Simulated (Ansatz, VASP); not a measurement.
## H: VASP beside Ansatz

Contents of INCAR:

```
  PREC = Accurate
  ENCUT = 520
  EDIFF = 1E-6
  ISMEAR = 0
  SIGMA = 0.05
  LREAL = F
  LASPH = T
  NELM = 80
  ALGO = Normal
  ISIF = 2
  LWAVE = F
  LCHARG = F
  GGA = PE
  NBANDS = 10
```

Contents of KPOINTS:

```
regular mesh
0
Gamma
  9 9 6
```

File POSCAR:

```
H
1.0
    3.7200468798      0.0000000000      0.0000000000
   -1.8600234399      3.2216551012      0.0000000000
    0.0000000000      0.0000000000      5.3777338359
H
4
Direct
    0.3333333333      0.6666666667      0.1764958800
    0.6666666667      0.3333333333      0.6764958800
    0.6666666667      0.3333333333      0.8235041200
    0.3333333333      0.6666666667      0.3235041200
```

Input for Ansatz:

```yaml
crystal:
  lattice:
    - [3.7200468798, 0.0, 0.0]
    - [-1.8600234399, 3.2216551012, 0.0]
    - [0.0, 0.0, 5.3777338359]
  atoms:
    - { symbol: H, position: [0.3333333333, 0.6666666667, 0.17649588] }
    - { symbol: H, position: [0.6666666667, 0.3333333333, 0.67649588] }
    - { symbol: H, position: [0.6666666667, 0.3333333333, 0.82350412] }
    - { symbol: H, position: [0.3333333333, 0.6666666667, 0.32350412] }
basis:
  ecutwfc: 420
kpoints:
  mp_grid: { grid: [9, 9, 6] }
hamiltonian:
  xc: pbe
scf:
  occupations: { method: gaussian, width: 0.05 }
output:
  forces: true
  stress: true
  eigenvalues: true
```

Alike in both runs: task single point; functional PBE; k mesh 9 × 9 × 6; occupations gaussian, width 0.05 eV; no spin polarisation.

```csv
,VASP,Ansatz
version,VASP 6.6.1,Ansatz 0.2.0
potentials or method,"VASP PAW PBE potentials, release 64 (H), cutoff 520 eV","scalar-relativistic, plane waves, PAW"
valence electrons in the cell,4,4
```

|  | VASP | Ansatz | Ansatz less VASP |
| --- | --- | --- | --- |
| gap on the k mesh at the Fermi level (eV) | 8.55 | 8.55 | -0.002 |
| least direct gap on the mesh (eV) | 8.57 | 8.57 | -0.001 |
| pressure (GPa) | -1.7 | -1.6 | +0.14 |
| traceless stress, the component that is largest in VASP (GPa) | -3.23 | -3.21 | +0.025 |
| rms of the force components (eV/Å) | 0.702 | 0.700 | -0.0021 |

Atom by atom the forces differ by 0.002 eV/Å (rms over components). With one functional, cell and mesh, what is left measures potentials, basis and numerics.
